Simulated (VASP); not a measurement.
Crystal: La.

```
La
1.0
     3.43156    0.00000    0.00000
     0.00000    3.43156    0.00000
     0.00000    0.00000    3.43156
La
1
Direct
  0.00000 0.00000 0.00000
```

This isn't the form of La at room conditions, which is double hcp.

- Program: VASP 6.6.1
- Task: relaxation of cell and atoms
- Functional: LDA
- Potentials or basis: VASP PAW LDA potentials, release 64 (La)
- Cutoff: 600 eV
- k mesh: 9 × 9 × 9
- Occupations: fermi-dirac, width 0.1 eV
- Spin: no spin polarisation

At the start: pressure -4.8 GPa; volume 40.41 Å³/atom.

**Question.** How do energy, volume and symmetry change on relaxing?

**Answer.** Over 9 steps the energy falls by 159.3 meV/atom and the volume is 31.65 Å³/atom (-21.7 %); space group Pm-3m (No. 221, to 0.1 Å) before and after.

The path:
```
step  energy change (eV)  largest force (eV/Å)  pressure (GPa)  volume (Å³)
   1              0.0000                0.0000           -4.85        40.41
   2             -0.1476                0.0000           -1.75        33.67
   3             -0.1593                0.0000           -0.11        31.69
   4             -0.1593                0.0000            0.09        31.53
   5             -0.1593                0.0000            0.16        31.62
   6             -0.1591                0.0000           -0.27        31.88
   7             -0.1593                0.0000           -0.10        31.72
   8             -0.1593                0.0000           -0.08        31.68
   9             -0.1593                0.0000           -0.05        31.65
```

Final structure:
```
CELL_PARAMETERS angstrom
3.16321 0.00000 0.00000
0.00000 3.16321 0.00000
0.00000 0.00000 3.16321
ATOMIC_POSITIONS crystal
La 0.00000 0.00000 0.00000
```

Caveat: the volume moved by over 15 % at a fixed basis, so the end points are rough.
